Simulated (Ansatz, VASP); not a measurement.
BeAl3: VASP beside Ansatz

INCAR

```
PREC = Accurate ; ENCUT = 520
EDIFF = 1E-6 ; ISMEAR = 0
SIGMA = 0.1 ; LREAL = F
LASPH = T ; NELM = 100
ALGO = Normal ; ISIF = 2
LWAVE = F ; LCHARG = F
GGA = PS ; NBANDS = 14
```

KPOINTS

```
regular mesh
0
Gamma
  16 16 16
```

The input POSCAR:

```
BeAl3
1.0
   -1.9288869916      1.9288869916      3.7677291380
    1.9288869916     -1.9288869916      3.7677291380
    1.9288869916      1.9288869916     -3.7677291380
Be Al
1 3
Direct
    0.0000000000      0.0000000000      0.0000000000
    0.7500000000      0.2500000000      0.5000000000
    0.2500000000      0.7500000000      0.5000000000
    0.5000000000      0.5000000000      0.0000000000
```

Input for Ansatz:

```yaml
crystal:
  lattice:
    - [-1.9288869916, 1.9288869916, 3.767729138]
    - [1.9288869916, -1.9288869916, 3.767729138]
    - [1.9288869916, 1.9288869916, -3.767729138]
  atoms:
    - { symbol: Be, position: [0.0, 0.0, 0.0] }
    - { symbol: Al, position: [0.75, 0.25, 0.5] }
    - { symbol: Al, position: [0.25, 0.75, 0.5] }
    - { symbol: Al, position: [0.5, 0.5, 0.0] }
basis:
  ecutwfc: 420
kpoints:
  mp_grid: { grid: [16, 16, 16] }
hamiltonian:
  xc: pbesol
scf:
  occupations: { method: gaussian, width: 0.1 }
output:
  forces: true
  stress: true
  eigenvalues: true
```

Alike in both runs: task single point; functional PBEsol; k mesh 16 × 16 × 16; occupations gaussian, width 0.1 eV; no spin polarisation.

```csv
,VASP,Ansatz
version,VASP 6.6.1,Ansatz 0.2.0
potentials or method,"VASP PAW PBE potentials, release 64 (Be, Al), cutoff 520 eV","scalar-relativistic, plane waves, PAW"
valence electrons in the cell,11,11
```

|  | VASP | Ansatz | Ansatz less VASP |
| --- | --- | --- | --- |
| gap on the k mesh at the Fermi level (eV) | none | none | - |
| pressure (GPa) | 2.9 | 2.8 | -0.12 |
| traceless stress, the component that is largest in VASP (GPa) | 1.40 | 1.39 | -0.008 |

VASP's potentials were made for PBE, not for PBEsol. A gap of «none» marks a metal or a gap that the smearing closes. The functional is the same, so the differences come from potentials, cutoffs and numerics.
